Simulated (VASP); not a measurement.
# K4Cl3 (P1) in VASP: single point with PBE

Aim: the single point of K4Cl3 with PBE.

Program: VASP 6.6.1. These are calculated values, not measurements. Logs are shortened: lines on timing, memory, paths and dates and some standing lists are left out, and cuts for length are marked.

### 1 The cell of the first run

The typed cell holds 7 atoms: a = 4.194 Å, b = 9.122 Å, c = 8.929 Å, α = 119.84°, β = 92.60°, γ = 77.89°.

### 2 Single point, PBE

INCAR

```
SYSTEM = K4Cl3
  ALGO = Normal
  EDIFF = 1E-6
  ENCUT = 520
  GGA = PE
  ISIF = 2
  ISMEAR = 0
  LASPH = .TRUE.
  LCHARG = .FALSE.
  LREAL = .FALSE.
  LWAVE = .FALSE.
  NBANDS = 38
  NELM = 60
  PREC = Accurate
  SIGMA = 0.2
```

KPOINTS

```
k-points
0
G
  6 3 3
  0 0 0
```

POSCAR

```
K4Cl3
1.0
    0.4455957790      0.1494719447      4.1679439733
    9.0716126413      0.0588400455      0.9542575080
   -4.4966385074      7.7118991204     -0.2028807979
K Cl
4 3
Direct
    0.6752117166      0.1544408261      0.8064794999
    0.1872944922      0.1802901988      0.3315157041
    0.8891520953      0.6969995267      0.8472031228
   -0.0411464974      0.6579390759      0.3222946325
    0.3811516247      0.7849157676      0.1400542575
    0.3089182166      0.8478797730      0.6819013945
    0.5994183519      0.3442014984      0.2038847220
```

Potentials or basis: VASP PAW PBE potentials, release 64 (K_sv, Cl).

Run with:

```bash
> cat potpaw_PBE.64/K_sv/POTCAR potpaw_PBE.64/Cl/POTCAR > POTCAR
> mpirun -np 1 vasp_std > vasp.out
```

OUTCAR:

```text
SYSTEM = K4Cl3
   EDIFF = 1E-6
   ENCUT = 520
   GGA = PE
   ISIF = 2
   ISMEAR = 0
   LASPH = .TRUE.
   LREAL = .FALSE.
   NELM = 60
   PREC = Accurate

 ion  position               nearest neighbor table
   1  0.675  0.154  0.806-   7 3.07   6 3.16   6 3.19
   2  0.187  0.180  0.332-   5 3.06   7 3.08   7 3.08
   3  0.889  0.697  0.847-   5 3.12   5 3.14   6 3.21   6 3.23
   4  0.959  0.658  0.322-   5 3.18   5 3.19   7 3.20
   5  0.381  0.785  0.140-   2 3.06   3 3.12   3 3.14   4 3.18   4 3.19
   6  0.309  0.848  0.682-   1 3.16   1 3.19   3 3.21   3 3.23
   7  0.599  0.344  0.204-   1 3.07   2 3.08   2 3.08   4 3.20

  LATTYP: Found a triclinic cell.
 ALAT       =     8.9294068407
 B/A-ratio  =     1.7350031433
 C/A-ratio  =     1.9980390727
 COS(alpha) =     0.0012487169
 COS(beta)  =     0.4981827714
 COS(gamma) =     0.8597487625

  Lattice vectors:

 A1 = (   4.4966385074,  -7.7118991204,   0.2028807979)
 A2 = (  -0.0783356265, -15.4826382863,  -0.5484959122)
 A3 = (  17.6976295036,  -0.0317918537,  -2.2594289573)

Analysis of symmetry for initial positions (statically):
=====================================================================
 Subroutine PRICEL returns:
 Original cell was already a primitive cell.

 Routine SETGRP: Setting up the symmetry group for a
 triclinic supercell.

 Subroutine GETGRP returns: Found  1 space group operations
 (whereof  1 operations were pure point group operations)
 out of a pool of  2 trial point group operations.

The static configuration has the point symmetry C_1 .

Analysis of symmetry for dynamics (positions and initial velocities):
=====================================================================
 Subroutine PRICEL returns:
 Original cell was already a primitive cell.

 Routine SETGRP: Setting up the symmetry group for a
 triclinic supercell.

 Subroutine GETGRP returns: Found  1 space group operations
 (whereof  1 operations were pure point group operations)
 out of a pool of  2 trial point group operations.

The dynamic configuration has the point symmetry C_1 .

 Subroutine INISYM returns: Found  1 space group operations
 (whereof  1 operations are pure point group operations),
 and found     1 'primitive' translations

----------------------------------------------------------------------------------------

                                     Primitive cell

  volume of cell :     289.0387

  direct lattice vectors                    reciprocal lattice vectors
     0.445595779  0.149471945  4.167943973    -0.025502039 -0.008478087  0.242956922
     9.071612641  0.058840046  0.954257508     0.111310674  0.064528857 -0.014214399
    -4.496638507  7.711899120 -0.202880798    -0.000354995  0.129341728 -0.004600536

  length of vectors
     4.194359835  9.121854277  8.929406841     0.244438740  0.129445311  0.129424006

  position of ions in fractional coordinates (direct lattice)
     0.675211717  0.154440826  0.806479500
     0.187294492  0.180290199  0.331515704
     0.889152095  0.696999527  0.847203123
     0.958853503  0.657939076  0.322294632
     0.381151625  0.784915768  0.140054257
     0.308918217  0.847879773  0.681901395
     0.599418352  0.344201498  0.203884722

  ion indices of the primitive-cell ions
   primitive index   ion index
                 1           1
                 2           2
                 3           3
                 4           4
                 5           5
                 6           6
                 7           7

----------------------------------------------------------------------------------------

 KPOINTS: k-points

Automatic generation of k-mesh.
 Grid dimensions read from file:
 generate k-points for:    6    3    3

 Generating k-lattice:

  Cartesian coordinates                     Fractional coordinates (reciprocal lattice)
    -0.004250340 -0.001413015  0.040492820     0.166666667  0.000000000 -0.000000000
     0.037103558  0.021509619 -0.004738133    -0.000000000  0.333333333  0.000000000
    -0.000118332  0.043113909 -0.001533512     0.000000000  0.000000000  0.333333333

  Length of vectors
     0.040739790  0.043148437  0.043141335

  Shift w.r.t. Gamma in fractional coordinates (k-lattice)
     0.000000000  0.000000000  0.000000000

 Subroutine IBZKPT returns following result:
 ===========================================

 Found     28 irreducible k-points:

 Following reciprocal coordinates:
            Coordinates               Weight
  0.000000  0.000000  0.000000      1.000000
  0.166667 -0.000000  0.000000      2.000000
  0.333333 -0.000000  0.000000      2.000000
  0.500000 -0.000000 -0.000000      1.000000
 -0.000000  0.333333  0.000000      2.000000
  0.166667  0.333333  0.000000      2.000000
[... 16 lines left out ...]
  0.000000 -0.333333  0.333333      2.000000
  0.166667 -0.333333  0.333333      2.000000
 [... further k-points ...]
   k-points           NKPTS =     28   k-points in BZ     NKDIM =     28   number of bands    NBANDS=     38
   number of dos      NEDOS =    301   number of ions     NIONS =      7
   total plane-waves  NPLWV = 156800
   dimension x,y,z NGX =    32 NGY =   70 NGZ =   70
   dimension x,y,z NGXF=    64 NGYF=  140 NGZF=  140
   ions per type =               4   3
   NGX,Y,Z   is equivalent  to a cutoff of  12.68, 12.76, 13.03 a.u.
   NGXF,Y,Z  is equivalent  to a cutoff of  25.37, 25.52, 26.06 a.u.
 SYSTEM =  K4Cl3
   PREC   = accura    normal or accurate (medium, high low for compatibility)
   ISTART =      0    job   : 0-new  1-cont  2-samecut
   ICHARG =      2    charge: 1-file 2-atom 10-const
   ISPIN  =      1    spin polarized calculation?
   LNONCOLLINEAR =      F non collinear calculations
   LSORBIT =      F    spin-orbit coupling
   LASPH  =      T    aspherical Exc in radial PAW
   ENCUT  =  520.0 eV  38.22 Ry    6.18 a.u.   7.80 16.96 16.60*2*pi/ulx,y,z
   NELM   =     60;   NELMIN=  2; NELMDL= -5     # of ELM steps
   EDIFF  = 0.1E-05   stopping-criterion for ELM
   LREAL  =      F    real-space projection
   EDIFFG = 0.1E-04   stopping-criterion for IOM
   NSW    =      0    number of steps for IOM
   IBRION =     -1    ionic relax: 0-MD 1-quasi-New 2-CG
   NFREE  =      0    steps in history (QN), initial steepest desc. (CG)
   ISIF   =      2    stress and relaxation
   ISYM   =      2    0-nonsym 1-usesym 2-fastsym
   POTIM  = 0.5000    time-step for ionic-motion
   TEBEG  =    0.0;   TEEND  =   0.0 temperature during run
   PSTRESS=    0.0 pullay stress
   NELECT =      57.0000    total number of electrons
   NUPDOWN=      -1.0000    fix difference up-down
   EMIN   =  10.00;   EMAX   =-10.00  energy-range for DOS
   EFERMI =   0.00;   METHOD = LEGACY
   ISMEAR =     0;   SIGMA  =   0.20  broadening in eV -4-tet -1-fermi 0-gaus
   EFERMI_NEDOS =   21; number of points for ismear=-14 and -15
   IALGO  =     38    algorithm
   IMIX   =      4    mixing-type and parameters
     AMIX     =   0.40;   BMIX     =  1.00
     AMIX_MAG =   1.60;   BMIX_MAG =  1.00
  volume/ion in A,a.u.               =      41.29       278.65
  Fermi-wavevector in a.u.,A,eV,Ry     =   0.952901  1.800722 12.354368  0.908020
  Thomas-Fermi vector in A             =   2.081507
   LORBIT       =      0    0 simple, 1 ext, 2 COOP (PROOUT), +10 PAW based schemes
   GGA     = PE    functional components
   LHFCALC =     F    Hartree Fock is set to
   AEXX    =    0.0000 exact exchange contribution
   IVDW    =     0    specifies the selected vdW correction
   LEPSILON=     F    determine dielectric tensor
   LRPA    =     F    only Hartree local field effects (RPA)
 non-spin polarized calculation
 Gauss-broadening in eV      SIGMA  =   0.20
  energy-cutoff  :      520.00
  volume of cell :      289.04
 maximum number of plane-waves:      7812
   NGX = 15   NGY = 33   NGZ = 33

 number of electron      57.0000001 magnetization

 Free energy of the ion-electron system (eV)
  ---------------------------------------------------
  ext. energy  EPLUGINS =         0.00000000
  ---------------------------------------------------
  free energy    TOTEN  =       -20.79007111 eV

  energy without entropy =      -20.77958705  energy(sigma->0) =      -20.78482908

 E-fermi :   1.4902     XC(G=0):  -6.6047

 val. band max:        1.2958988425   @ k =   0.1667   0.3333   0.3333
 cond. band min:       1.6834775654   @ k =   0.3333  -0.0000   0.0000
 fundamental gap:      0.3875787229
 Fermi energy:         1.4902180061

 k-point     1 :       0.0000    0.0000    0.0000
  band No.  band energies     occupation
      1     -30.5641      2.00000
      2     -30.4630      2.00000
      3     -30.4609      2.00000
      4     -30.3509      2.00000
      5     -15.0504      2.00000
      6     -15.0294      2.00000
[... 30 lines left out ...]
     37       5.2882      0.00000
     38       5.3951      0.00000

 k-point     2 :       0.1667   -0.0000    0.0000
  band No.  band energies     occupation
      1     -30.5626      2.00000
      2     -30.4613      2.00000
      3     -30.4594      2.00000
      4     -30.3494      2.00000
      5     -15.0203      2.00000
      6     -14.9914      2.00000
[... 30 lines left out ...]
     37       5.3856      0.00000
     38       5.6255      0.00000

 k-point     3 :       0.3333   -0.0000    0.0000
  band No.  band energies     occupation
      1     -30.5595      2.00000
      2     -30.4578      2.00000
      3     -30.4565      2.00000
      4     -30.3462      2.00000
      5     -15.0084      2.00000
      6     -14.9438      2.00000
[... 30 lines left out ...]
     37       5.5797      0.00000
     38       5.7181      0.00000

 k-point     4 :       0.5000   -0.0000   -0.0000
  band No.  band energies     occupation
      1     -30.5579      2.00000
      2     -30.4560      2.00000
      3     -30.4551      2.00000
      4     -30.3447      2.00000
      5     -15.0272      2.00000
      6     -14.9257      2.00000
[... 30 lines left out ...]
     37       5.5531      0.00000
     38       5.6078      0.00000
[... 703 lines left out ...]
      4     -30.3494      2.00000
      5     -15.0158      2.00000
      6     -14.9860      2.00000
[... 30 lines left out ...]
     37       5.3944      0.00000
     38       5.5500      0.00000

 k-point    23 :       0.0000   -0.3333    0.3333
  band No.  band energies     occupation
      1     -30.5641      2.00000
      2     -30.4630      2.00000
      3     -30.4609      2.00000
      4     -30.3510      2.00000
      5     -15.0353      2.00000
      6     -15.0169      2.00000
[... 30 lines left out ...]
     37       5.1054      0.00000
     38       5.5070      0.00000

 k-point    24 :       0.1667   -0.3333    0.3333
  band No.  band energies     occupation
      1     -30.5626      2.00000
      2     -30.4613      2.00000
      3     -30.4594      2.00000
      4     -30.3494      2.00000
      5     -15.0208      2.00000
      6     -14.9769      2.00000
[... 30 lines left out ...]
     37       5.4393      0.00000
     38       5.5966      0.00000

 [... further k-points ...]
[... 5 lines left out ...]
  --------------------------------------------------------------------------------------
  -------------------------------------------------------------------------------------
  Total       -0.0047828     -0.0100641      0.0037446     -0.0132768     -0.0030045      0.0301643
  in kB       -0.0265114     -0.0557866      0.0207566     -0.0735950     -0.0166543      0.1672047
  external PRESSURE =      -0.0205138 kB  Pullay stress =       0.0000000 kB

 VOLUME and BASIS-vectors are now :
 -----------------------------------------------------------------------------
  energy-cutoff  :      520.00
  volume of cell :      289.04
      direct lattice vectors                 reciprocal lattice vectors
     0.445595779  0.149471945  4.167943973    -0.025502039 -0.008478087  0.242956922
     9.071612641  0.058840046  0.954257508     0.111310674  0.064528857 -0.014214399
    -4.496638507  7.711899120 -0.202880798    -0.000354995  0.129341728 -0.004600536

 POSITION                                       TOTAL-FORCE (eV/Angst)
 -----------------------------------------------------------------------------------
     -1.92455      6.32950      2.79800         0.007370      0.000870      0.004740
      0.22827      2.59522      0.88542         0.001792      0.009484      0.001501
      2.90955      6.70746      4.19917        -0.003048     -0.009103      0.004847
      4.94659      2.66754      4.55890        -0.003420     -0.003294      0.001578
      6.66052      1.18324      2.30922        -0.005870      0.003355      0.000058
      4.76303      5.35482      1.95830        -0.004159      0.001695     -0.010276
      2.47277      1.68219      2.78543         0.007335     -0.003007     -0.002448
 -----------------------------------------------------------------------------------
    total drift:                               -0.000055     -0.000782      0.000047

  FREE ENERGIE OF THE ION-ELECTRON SYSTEM (eV)
  ---------------------------------------------------
  free  energy   TOTEN  =       -20.7900711127 eV

  energy  without entropy=      -20.7795870478  energy(sigma->0) =      -20.78482908
```

Run time: 4.4 min. Hardware: 1 thread of Intel Xeon Platinum 8259CL at 2.50GHz (Skylake/Cascade Lake), shared host; peak memory 0.5 GiB.

Results:

```yaml
Free_energy: -20.7901 eV
Pressure: 0.0 GPa
Largest_force: 0.011 eV/Å
Band_gap_on_the_k_mesh: zero (an odd number of electrons rules out a gap without spin polarisation)
```

Forces on the atoms (eV/Å):
```
K    0.007  0.001  0.005
K    0.002  0.009  0.002
K   -0.003 -0.009  0.005
K   -0.003 -0.003  0.002
Cl  -0.006  0.003  0.000
Cl  -0.004  0.002 -0.010
Cl   0.007 -0.003 -0.002
```

Caveat: an odd number of electrons without spin polarisation forces a metal; a magnetic or distorted state may lie lower.

The gap in the log of VASP goes by the Fermi energy; the results here count the filled bands.